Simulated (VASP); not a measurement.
Input of a VASP 6.6.1 run:

The input INCAR:

```
SYSTEM = Sn
PREC = Accurate
ENCUT = 520
EDIFF = 1E-6
ISMEAR = 0
SIGMA = 0.15
LREAL = .False.
LASPH = .True.
NELM = 100
ALGO = Fast
ISIF = 2
LWAVE = .False.
LCHARG = .False.
GGA = PE
IVDW = 12
NBANDS = 21
```

File KPOINTS:

```
Automatic mesh
0
Gamma
  18 18 12
  0 0 0
```

The input POSCAR:

```
Sn
1.0
   -1.7544065422      1.7546136957     -2.1674907473
   -1.7544065422      1.7546136957      2.1674907473
    3.5088130844      3.5092273914      0.0000000000
Sn
2
Direct
    0.0302266760      0.0302266760     -0.0000035509
    0.4697733240      0.4697733240      0.5000035509
```

Potentials or basis: VASP PAW PBE potentials, release 64 (Sn_d).

Run with:

```bash
$ cat potpaw_PBE.64/Sn_d/POTCAR > POTCAR
$ mpirun -np 1 vasp_std > vasp.out
```

Estimate the pressure.

0.3 GPa.

Predict the largest force.

0.020 eV/Å.

What does it give for the dispersion energy per atom?

-0.392 eV.

What does it give for the band gap on the k mesh?

Zero (band 14 reaches 12.06 eV, above the bottom of band 15 at 6.45 eV).

Forces on the atoms (eV/Å):
```
Sn   0.015 -0.014  0.000
Sn  -0.015  0.014  0.000
```

Caveat: the cell differs from its parent crystal (mode 1 (-6.9 1/cm) frozen in, largest displacement +0.150 Å); spin-orbit coupling is left out, which moves the levels of the heavy elements; pairwise dispersion overbinds metals, which lowers pressure and volume.
